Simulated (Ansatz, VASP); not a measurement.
# AlN: VASP beside Ansatz

POSCAR

```
AlN
1.0
    0.0173609961      2.0134162281      2.0134162281
    2.0134162281      0.0173609961      2.0134162281
    2.0134162281      2.0134162281      0.0173609961
Al N
1 1
Direct
    0.0000000000      0.0000000000      0.0000000000
    0.5000000000      0.5000000000      0.5000000000
```

INCAR.step1

```
PREC     = Accurate       # precision mode
ENCUT    = 520            # plane-wave cutoff, eV
ISMEAR   = 0              # smearing method
SIGMA    = 0.01           # smearing width, eV
LREAL    = F              # projectors in reciprocal space
LASPH    = T              # aspherical terms in the spheres
NELM     = 80             # most SCF steps
NBANDS   = 11             # bands
GGA      = PE             # functional
ALGO     = Normal         # electronic algorithm
EDIFF    = 1E-4           # SCF threshold, eV
LWAVE    = T              # write WAVECAR
LCHARG   = F              # write CHGCAR
```

The input INCAR.step2:

```
PREC     = Accurate       # precision mode
ENCUT    = 520            # plane-wave cutoff, eV
EDIFF    = 1E-6           # SCF threshold, eV
ISMEAR   = 0              # smearing method
SIGMA    = 0.01           # smearing width, eV
LREAL    = F              # projectors in reciprocal space
LASPH    = T              # aspherical terms in the spheres
NELM     = 80             # most SCF steps
ALGO     = Normal         # electronic algorithm
ISIF     = 2              # what is computed and relaxed
LWAVE    = F              # write WAVECAR
LCHARG   = T              # write CHGCAR
METAGGA  = R2SCAN         # meta-GGA
LMIXTAU  = T            
LELF     = T              # ELF
LVHAR    = T            
NBANDS   = 11             # bands
ISTART   = 1
```

KPOINTS

```
regular mesh
0
Gamma
  10 10 10
```

Input for Ansatz:

```yaml
crystal:
  lattice:
    - [0.0173609961, 2.0134162281, 2.0134162281]
    - [2.0134162281, 0.0173609961, 2.0134162281]
    - [2.0134162281, 2.0134162281, 0.0173609961]
  atoms:
    - { symbol: Al, position: [0.0, 0.0, 0.0] }
    - { symbol: "N", position: [0.5, 0.5, 0.5] }
kpoints:
  mp_grid: { grid: [10, 10, 10] }
  band_path:
    path:
      - [0.0, 0.0, 0.0]
      - [0.5, 0.0, 0.5]
      - [0.625, 0.25, 0.625]
      - [0.375, 0.375, 0.75]
      - [0.5, 0.5, 0.5]
      - [0.5, 0.25, 0.75]
    npoints: 1
hamiltonian:
  xc: r2scan
scf:
  occupations: { method: fixed }
  n_extra_bands: 4
output:
  forces: true
  stress: true
  eigenvalues: true
```

Change from the starting cell: epitaxial_111 strain -1.1%.

Alike in both runs: task single point; functional r2SCAN; k mesh 10 × 10 × 10; no spin polarisation.

```csv
,VASP,Ansatz
version,VASP 6.6.1,Ansatz 0.2.0
potentials or method,"VASP PAW PBE potentials, release 64 (Al, N)","plane waves, PAW"
plane-wave cutoff (eV),520,500
occupations,"gaussian, width 0.01 eV",fixed
valence electrons in the cell,8,8
```

```tsv
	VASP	Ansatz	Ansatz less VASP
gap on the k mesh at the Fermi level (eV)	5.60	5.60	+0.004
pressure (GPa)	5.2	6.1	+0.88
traceless stress, the component that is largest in VASP (GPa)	-3.06	-3.05	+0.004
```

VASP's potentials were made for PBE, not for r2SCAN.
